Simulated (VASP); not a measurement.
# BiTe (I4/mmm) in VASP: further runs

BiTe is run at these levels: r2SCAN; tasks: single point.

All numbers are computed with VASP 6.6.1; they aren't measurements. Logs are shortened: lines on timing, memory, paths and dates and some standing lists are left out, and cuts for length are marked.

## (1) The cell of the first run

The structure is tetragonal, space group I4/mmm (No. 139). The conventional cell has a = 4.506 Å, b = 4.506 Å, c = 6.276 Å, α = 90.00°, β = 90.00°, γ = 90.00°. Bi (site symmetry 4/mmm) has 6 Te at 3.14 to 3.19 Å within 4.1 Å. Within 4.1 Å of Te (site symmetry 4/mmm) lie 6 Bi at 3.14 to 3.19 Å.

## (2) Single point, r2SCAN (strain -0.015 along x and y, -0.030 along z)

Input file POSCAR:

```
BiTe
1.0
    0.0000000000      3.1864750000      3.1379500000
    3.1864750000      0.0000000000      3.1379500000
    3.1864750000      3.1864750000      0.0000000000
Bi Te
1 1
Direct
    0.0000000000      0.0000000000      0.0000000000
    0.5000000000      0.5000000000      0.5000000000
```

Input file INCAR.step1:

```
SYSTEM = BiTe
PREC = Accurate
ENCUT = 520
ISMEAR = 0
SIGMA = 0.15
LREAL = .False.
LASPH = .True.
NELM = 100
NBANDS = 18
GGA = PE
ALGO = Normal
EDIFF = 1E-4
LWAVE = .True.
LCHARG = .False.
```

Input file INCAR.step2:

```
SYSTEM = BiTe
PREC = Accurate
ENCUT = 520
EDIFF = 1E-7
ISMEAR = 0
SIGMA = 0.15
LREAL = .False.
LASPH = .True.
NELM = 100
ALGO = Normal
ISIF = 2
LWAVE = .False.
LCHARG = .False.
METAGGA = R2SCAN
LMIXTAU = .True.
NBANDS = 18
ISTART = 1
```

Input file KPOINTS:

```
regular mesh
0
Gamma
  14 14 14
  0 0 0
```

Potentials or basis: VASP PAW PBE potentials, release 64 (Bi_d, Te).

Command:

```sh
$ cat potpaw_PBE.64/Bi_d/POTCAR potpaw_PBE.64/Te/POTCAR > POTCAR
$ cp INCAR.step1 INCAR
$ mpirun -np 1 vasp_std > vasp.out
$ cp INCAR.step2 INCAR
$ mpirun -np 1 vasp_std > vasp.out
```

OUTCAR:

```text
SYSTEM = BiTe
   PREC = Accurate
   ENCUT = 520
   EDIFF = 1E-7
   ISMEAR = 0
   LREAL = .False.
   LASPH = .True.
   NELM = 100
   ISIF = 2
   METAGGA = R2SCAN
   ISTART = 1

 ion  position               nearest neighbor table
   1  0.000  0.000  0.000-   2 3.14   2 3.14   2 3.19   2 3.19   2 3.19   2 3.19
   2  0.500  0.500  0.500-   1 3.14   1 3.14   1 3.19   1 3.19   1 3.19   1 3.19

  LATTYP: Found a body centered tetragonal cell.
 ALAT       =     4.5063561612
 C/A-ratio  =     1.3926773152

  Lattice vectors:

 A1 = (   0.0000000000,  -3.1864750000,  -3.1379500000)
 A2 = (   0.0000000000,   3.1864750000,  -3.1379500000)
 A3 = (   3.1864750000,   0.0000000000,   3.1379500000)

Analysis of symmetry for initial positions (statically):
=====================================================================
 Subroutine PRICEL returns:
 Original cell was already a primitive cell.

 Routine SETGRP: Setting up the symmetry group for a
 body centered tetragonal supercell.

 Subroutine GETGRP returns: Found 16 space group operations
 (whereof 16 operations were pure point group operations)
 out of a pool of 16 trial point group operations.

The static configuration has the point symmetry D_4h.

Analysis of symmetry for dynamics (positions and initial velocities):
=====================================================================
 Subroutine PRICEL returns:
 Original cell was already a primitive cell.

 Routine SETGRP: Setting up the symmetry group for a
 body centered tetragonal supercell.

 Subroutine GETGRP returns: Found 16 space group operations
 (whereof 16 operations were pure point group operations)
 out of a pool of 16 trial point group operations.

The dynamic configuration has the point symmetry D_4h.

 Subroutine INISYM returns: Found 16 space group operations
 (whereof 16 operations are pure point group operations),
 and found     1 'primitive' translations

----------------------------------------------------------------------------------------

                                     Primitive cell

  volume of cell :      63.7231

  direct lattice vectors                    reciprocal lattice vectors
     0.000000000  3.186475000  3.137950000    -0.156913203  0.156913203  0.159339696
     3.186475000  0.000000000  3.137950000     0.156913203 -0.156913203  0.159339696
     3.186475000  3.186475000  0.000000000     0.156913203  0.156913203 -0.159339696

  length of vectors
     4.472175436  4.472175436  4.506356161     0.273189761  0.273189761  0.273189761

  position of ions in fractional coordinates (direct lattice)
     0.000000000  0.000000000  0.000000000
     0.500000000  0.500000000  0.500000000

  ion indices of the primitive-cell ions
   primitive index   ion index
                 1           1
                 2           2

----------------------------------------------------------------------------------------

 KPOINTS: regular mesh

Automatic generation of k-mesh.
 Grid dimensions read from file:
 generate k-points for:   14   14   14

 Generating k-lattice:

  Cartesian coordinates                     Fractional coordinates (reciprocal lattice)
    -0.011208086  0.011208086  0.011381407     0.071428571  0.000000000  0.000000000
     0.011208086 -0.011208086  0.011381407     0.000000000  0.071428571  0.000000000
     0.011208086  0.011208086 -0.011381407    -0.000000000 -0.000000000  0.071428571

  Length of vectors
     0.019513554  0.019513554  0.019513554

  Shift w.r.t. Gamma in fractional coordinates (k-lattice)
     0.000000000  0.000000000  0.000000000

 Subroutine IBZKPT returns following result:
 ===========================================

 Found    244 irreducible k-points:

 Following reciprocal coordinates:
            Coordinates               Weight
  0.000000  0.000000  0.000000      1.000000
  0.071429  0.000000  0.000000      8.000000
  0.142857  0.000000  0.000000      8.000000
  0.214286 -0.000000  0.000000      8.000000
  0.285714 -0.000000  0.000000      8.000000
  0.357143 -0.000000  0.000000      8.000000
[... 16 lines left out ...]
  0.214286  0.142857  0.000000      8.000000
  0.285714  0.142857  0.000000      8.000000
 [... further k-points ...]
   k-points           NKPTS =    244   k-points in BZ     NKDIM =    244   number of bands    NBANDS=     18
   number of dos      NEDOS =    301   number of ions     NIONS =      2
   total plane-waves  NPLWV =  46656
   dimension x,y,z NGX =    36 NGY =   36 NGZ =   36
   dimension x,y,z NGXF=    72 NGYF=   72 NGZF=   72
   ions per type =               1   1
   NGX,Y,Z   is equivalent  to a cutoff of  13.38, 13.38, 13.28 a.u.
   NGXF,Y,Z  is equivalent  to a cutoff of  26.76, 26.76, 26.56 a.u.
 SYSTEM =  BiTe
   PREC   = accura    normal or accurate (medium, high low for compatibility)
   ISTART =      1    job   : 0-new  1-cont  2-samecut
   ICHARG =      0    charge: 1-file 2-atom 10-const
   ISPIN  =      1    spin polarized calculation?
   LNONCOLLINEAR =      F non collinear calculations
   LSORBIT =      F    spin-orbit coupling
   LASPH  =      T    aspherical Exc in radial PAW
   ENCUT  =  520.0 eV  38.22 Ry    6.18 a.u.   8.32  8.32  8.38*2*pi/ulx,y,z
   NELM   =    100;   NELMIN=  2; NELMDL=  0     # of ELM steps
   EDIFF  = 0.1E-06   stopping-criterion for ELM
   LREAL  =      F    real-space projection
   EDIFFG = 0.1E-05   stopping-criterion for IOM
   NSW    =      0    number of steps for IOM
   IBRION =     -1    ionic relax: 0-MD 1-quasi-New 2-CG
   NFREE  =      0    steps in history (QN), initial steepest desc. (CG)
   ISIF   =      2    stress and relaxation
   ISYM   =      2    0-nonsym 1-usesym 2-fastsym
   POTIM  = 0.5000    time-step for ionic-motion
   TEBEG  =    0.0;   TEEND  =   0.0 temperature during run
   PSTRESS=    0.0 pullay stress
   NELECT =      21.0000    total number of electrons
   NUPDOWN=      -1.0000    fix difference up-down
   EMIN   =  10.00;   EMAX   =-10.00  energy-range for DOS
   EFERMI =   0.00;   METHOD = LEGACY
   ISMEAR =     0;   SIGMA  =   0.15  broadening in eV -4-tet -1-fermi 0-gaus
   EFERMI_NEDOS =   21; number of points for ismear=-14 and -15
   IALGO  =     38    algorithm
   IMIX   =      4    mixing-type and parameters
     AMIX     =   0.40;   BMIX     =  1.00
     AMIX_MAG =   1.60;   BMIX_MAG =  1.00
  volume/ion in A,a.u.               =      31.86       215.01
  Fermi-wavevector in a.u.,A,eV,Ry     =   1.130791  2.136885 17.397603  1.278688
  Thomas-Fermi vector in A             =   2.267488
   LORBIT       =      0    0 simple, 1 ext, 2 COOP (PROOUT), +10 PAW based schemes
   METAGGA = R2SCAN    functional components
   LHFCALC =     F    Hartree Fock is set to
   AEXX    =    0.0000 exact exchange contribution
   IVDW    =     0    specifies the selected vdW correction
   LEPSILON=     F    determine dielectric tensor
   LRPA    =     F    only Hartree local field effects (RPA)
 non-spin polarized calculation
 Gauss-broadening in eV      SIGMA  =   0.15
  energy-cutoff  :      520.00
  volume of cell :       63.72
 maximum number of plane-waves:      1759
 NGX is ok and might be reduce to    36
   NGX = 17   NGY = 17   NGZ = 17

 number of electron      21.0000002 magnetization

 Free energy of the ion-electron system (eV)
  ---------------------------------------------------
  ext. energy  EPLUGINS =         0.00000000
  ---------------------------------------------------
  free energy    TOTEN  =       -83.98929248 eV

  energy without entropy =      -83.97457817  energy(sigma->0) =      -83.98193532

 E-fermi :   7.3947     XC(G=0): -10.2954

 val. band max:        7.3933974548   @ k =  -0.2143   0.5000   0.2857
 cond. band min:       7.3988903094   @ k =   0.2143   0.0000   0.0714
 fundamental gap:      0.0054928546
 Fermi energy:         7.3946673586

 k-point     1 :       0.0000    0.0000    0.0000
  band No.  band energies     occupation
      1     -16.5815      2.00000
      2     -16.5677      2.00000
      3     -16.5677      2.00000
      4     -16.5675      2.00000
      5     -16.5579      2.00000
      6      -7.2535      2.00000
[... 10 lines left out ...]
     17      14.2341      0.00000
     18      14.2516      0.00000

 k-point     2 :       0.0714    0.0000    0.0000
  band No.  band energies     occupation
      1     -16.5818      2.00000
      2     -16.5679      2.00000
      3     -16.5675      2.00000
      4     -16.5671      2.00000
      5     -16.5577      2.00000
      6      -7.2013      2.00000
[... 10 lines left out ...]
     17      14.5693      0.00000
     18      14.5833      0.00000

 k-point     3 :       0.1429    0.0000    0.0000
  band No.  band energies     occupation
      1     -16.5827      2.00000
      2     -16.5690      2.00000
      3     -16.5669      2.00000
      4     -16.5656      2.00000
      5     -16.5569      2.00000
      6      -7.0454      2.00000
[... 10 lines left out ...]
     17      15.3740      0.00000
     18      15.3800      0.00000

 k-point     4 :       0.2143   -0.0000    0.0000
  band No.  band energies     occupation
      1     -16.5841      2.00000
      2     -16.5706      2.00000
      3     -16.5660      2.00000
      4     -16.5634      2.00000
      5     -16.5557      2.00000
      6      -6.7875      2.00000
[... 10 lines left out ...]
     17      16.4588      0.00000
     18      16.4606      0.00000

 k-point     5 :       0.2857   -0.0000    0.0000
  band No.  band energies     occupation
      1     -16.5858      2.00000
      2     -16.5724      2.00000
      3     -16.5650      2.00000
      4     -16.5609      2.00000
      5     -16.5542      2.00000
      6      -6.4311      2.00000
[... 10 lines left out ...]
     17      17.5321      0.00000
     18      17.7118      0.00000

 k-point     6 :       0.3571   -0.0000    0.0000
  band No.  band energies     occupation
      1     -16.5874      2.00000
      2     -16.5739      2.00000
      3     -16.5642      2.00000
      4     -16.5587      2.00000
      5     -16.5527      2.00000
      6      -5.9824      2.00000
[... 10 lines left out ...]
     17      17.6745      0.00000
     18      18.9251      0.00000

 k-point     7 :       0.4286   -0.0000    0.0000
  band No.  band energies     occupation
      1     -16.5885      2.00000
      2     -16.5750      2.00000
      3     -16.5637      2.00000
      4     -16.5572      2.00000
      5     -16.5517      2.00000
      6      -5.4555      2.00000
[... 10 lines left out ...]
     17      16.7383      0.00000
     18      18.0174      0.00000

 k-point     8 :       0.5000    0.0000    0.0000
  band No.  band energies     occupation
      1     -16.5889      2.00000
      2     -16.5754      2.00000
      3     -16.5635      2.00000
      4     -16.5566      2.00000
      5     -16.5513      2.00000
      6      -5.0073      2.00000
[... 10 lines left out ...]
     17      16.0784      0.00000
     18      17.2947      0.00000
[... 229 lines left out ...]
     17      16.1681      0.00000
     18      17.4273      0.00000

 k-point    20 :      -0.1429    0.0714    0.0000
  band No.  band energies     occupation
      1     -16.5825      2.00000
      2     -16.5699      2.00000
      3     -16.5670      2.00000
      4     -16.5656      2.00000
      5     -16.5554      2.00000
      6      -6.9309      2.00000
[... 10 lines left out ...]
     17      15.2350      0.00000
     18      16.1804      0.00000

 k-point    21 :      -0.0714    0.0714    0.0000
  band No.  band energies     occupation
      1     -16.5817      2.00000
      2     -16.5686      2.00000
      3     -16.5675      2.00000
      4     -16.5669      2.00000
      5     -16.5567      2.00000
      6      -7.1175      2.00000
[... 10 lines left out ...]
     17      14.7882      0.00000
     18      15.1693      0.00000

 k-point    22 :       0.1429    0.1429    0.0000
  band No.  band energies     occupation
      1     -16.5856      2.00000
      2     -16.5662      2.00000
      3     -16.5650      2.00000
      4     -16.5650      2.00000
      5     -16.5589      2.00000
      6      -6.9674      2.00000
[... 10 lines left out ...]
     17      14.5105      0.00000
     18      14.5128      0.00000

 k-point    23 :       0.2143    0.1429    0.0000
  band No.  band energies     occupation
      1     -16.5876      2.00000
      2     -16.5666      2.00000
      3     -16.5637      2.00000
      4     -16.5628      2.00000
      5     -16.5590      2.00000
      6      -6.7759      2.00000
[... 10 lines left out ...]
     17      14.9449      0.00000
     18      14.9583      0.00000

 k-point    24 :       0.2857    0.1429    0.0000
  band No.  band energies     occupation
      1     -16.5896      2.00000
      2     -16.5678      2.00000
      3     -16.5626      2.00000
      4     -16.5602      2.00000
      5     -16.5582      2.00000
      6      -6.4863      2.00000
[... 10 lines left out ...]
     17      15.8463      0.00000
     18      15.8620      0.00000

 [... further k-points ...]
[... 5 lines left out ...]
  --------------------------------------------------------------------------------------
  -------------------------------------------------------------------------------------
  Total        1.1815449      1.1815449      1.8622989      0.0000000     -0.0000000      0.0000000
  in kB       29.7073387     29.7073387     46.8233977      0.0000000     -0.0000000      0.0000000
  external PRESSURE =      35.4126917 kB  Pullay stress =       0.0000000 kB

 VOLUME and BASIS-vectors are now :
 -----------------------------------------------------------------------------
  energy-cutoff  :      520.00
  volume of cell :       63.72
      direct lattice vectors                 reciprocal lattice vectors
     0.000000000  3.186475000  3.137950000    -0.156913203  0.156913203  0.159339696
     3.186475000  0.000000000  3.137950000     0.156913203 -0.156913203  0.159339696
     3.186475000  3.186475000  0.000000000     0.156913203  0.156913203 -0.159339696

 POSITION                                       TOTAL-FORCE (eV/Angst)
 -----------------------------------------------------------------------------------
      0.00000      0.00000      0.00000        -0.000000      0.000000     -0.000000
      3.18648      3.18648      3.13795         0.000000     -0.000000      0.000000
 -----------------------------------------------------------------------------------
    total drift:                               -0.000000      0.000000      0.000000

  FREE ENERGIE OF THE ION-ELECTRON SYSTEM (eV)
  ---------------------------------------------------
  free  energy   TOTEN  =       -83.9892924792 eV

  energy  without entropy=      -83.9745781657  energy(sigma->0) =      -83.98193532
```

It took 13 min on 1 thread of Intel Xeon 6975P-C, shared host; peak memory 0.43 GiB.

What came out:

* Free energy: -83.9893 eV
* Pressure: 3.5 GPa

Stress tensor (GPa, compression positive):
```
2.97 0.00 0.00
0.00 2.97 0.00
0.00 0.00 4.68
```

Levels at points of the mesh, in eV from the Fermi level:
| k point | band 8 | band 9 | band 10 | band 11 | band 12 | band 13 |
| --- | --- | --- | --- | --- | --- | --- |
| (0.00, 0.00, 0.00) | -3.16 | -2.94 | -2.94 | 2.21 | 2.21 | 2.62 |
| (0.50, 0.00, 0.00) | -2.30 | -2.27 | -1.63 | -0.85 | -0.84 | -0.70 |
| (0.50, 0.50, 0.00) | -6.48 | -4.66 | -4.66 | 2.22 | 4.00 | 4.00 |
| (0.50, 0.00, 0.50) | -6.42 | -4.74 | -4.52 | 2.26 | 3.85 | 4.28 |

Caveat: the cell differs from its parent crystal (strain -0.015 along x and y, -0.030 along z); the PAW data sets were made with another functional, which shifts forces and pressure a little; spin-orbit coupling is left out, which moves the levels of the heavy elements.

[end of part 1 of 2]
